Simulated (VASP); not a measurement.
The system is MgS5.

```
Mg S
1.0
     5.92065    0.00000    0.00000
    -2.96032    5.12743    0.00000
     0.00000    0.00000    5.50323
Mg S
1 5
Direct
  0.00000 0.00000 0.00000
  0.00000 0.68074 0.50000
  0.68074 0.00000 0.50000
  0.31926 0.31926 0.50000
  0.66667 0.33333 0.00000
  0.33333 0.66667 0.00000
```

The cell was generated, and may not be a known phase.

| Item | Value |
| --- | --- |
| Program | VASP 6.6.1 |
| Task | relaxation of cell and atoms |
| Functional | PBE |
| Potentials or basis | VASP PAW PBE potentials, release 64 (Mg, S) |
| Cutoff | 600 eV |
| k mesh | 3 × 3 × 4 |
| Occupations | gaussian, width 0.1 eV |
| Spin | no spin polarisation |

At the start: pressure -11.9 GPa; volume 27.84 Å³/atom.

Where does the relaxation end?

Over 35 steps the energy falls by 976.8 meV/atom and the volume is 22.88 Å³/atom (-17.8 %); space group P-62m (No. 189, to 0.1 Å) before and after.

Step by step:
| step | energy change (eV) | largest force (eV/Å) | pressure (GPa) | volume (Å³) |
| --- | --- | --- | --- | --- |
| 1 | 0.0000 | 0.7272 | -11.87 | 167.07 |
| 2 | -3.3097 | 0.7665 | -9.30 | 122.00 |
| 3 | -4.0812 | 0.6299 | -1.86 | 103.14 |
| 4 | -4.1007 | 0.5797 | 1.16 | 98.87 |
| 5 | -4.1035 | 0.5936 | 0.29 | 100.01 |
| 6 | -4.1779 | 0.6576 | 0.54 | 100.06 |
| 7 | -4.3899 | 0.5372 | 1.99 | 100.13 |
| 8 | -4.1804 | 1.0252 | 10.13 | 99.93 |
| 9 | -4.4411 | 0.3157 | 3.52 | 100.12 |
| 10 | -4.4890 | 0.3364 | 2.98 | 101.63 |
| 11 | -4.6050 | 0.2666 | 1.83 | 106.25 |
| 12 | -4.6287 | 0.6328 | 1.54 | 115.88 |
| 13 | -4.6633 | 0.0674 | 1.39 | 111.08 |
| 14 | -4.6644 | 0.1337 | 1.38 | 111.74 |
| 15 | -4.7098 | 0.0778 | 0.23 | 113.42 |
| 16 | -4.7710 | 0.6272 | -2.28 | 117.66 |
| 17 | -4.7786 | 0.8508 | -3.29 | 119.69 |
| 18 | -4.7979 | 0.8626 | -3.34 | 119.93 |
| 19 | -4.8600 | 0.8932 | -3.43 | 120.60 |
| 20 | -5.0006 | 0.8323 | -3.40 | 121.83 |
| 21 | -5.2608 | 0.3148 | -2.51 | 123.85 |
| 22 | -5.4385 | 2.5059 | 2.46 | 126.17 |
| 23 | -5.4658 | 1.4206 | 0.52 | 125.72 |
| 24 | -5.4665 | 1.7140 | 1.05 | 125.87 |
| 25 | -5.5150 | 1.8298 | 1.25 | 127.17 |
| 26 | -5.6105 | 2.3079 | 2.40 | 130.58 |
| 27 | -5.7521 | 1.2520 | 0.91 | 133.07 |
| 28 | -5.8204 | 0.8269 | -1.72 | 139.52 |
| 29 | -5.8406 | 0.3160 | -1.13 | 137.68 |
| 30 | -5.8410 | 0.2271 | -1.02 | 137.38 |
| 31 | -5.8500 | 0.2175 | -0.73 | 137.37 |
| 32 | -5.8591 | 0.1977 | -0.05 | 137.30 |
| 33 | -5.8591 | 0.1968 | 0.01 | 137.30 |
| 34 | -5.8606 | 0.0670 | 0.17 | 137.30 |
| 35 | -5.8608 | 0.0005 | 0.25 | 137.30 |

Final structure:
```
Mg S
1.0
     4.67609    0.00000    0.00000
    -2.33804    4.04961    0.00000
     0.00000    0.00000    7.25084
Mg S
1 5
Direct
  0.00000 0.00000 0.00000
  0.00000 0.74027 0.50000
  0.74027 0.00000 0.50000
  0.25973 0.25973 0.50000
  0.66667 0.33333 0.00000
  0.33333 0.66667 0.00000
```

Caveat: the k points lie up to 0.52 Å⁻¹ apart in the final cell; the volume moved by over 15 % at a fixed basis, so the end points are rough.
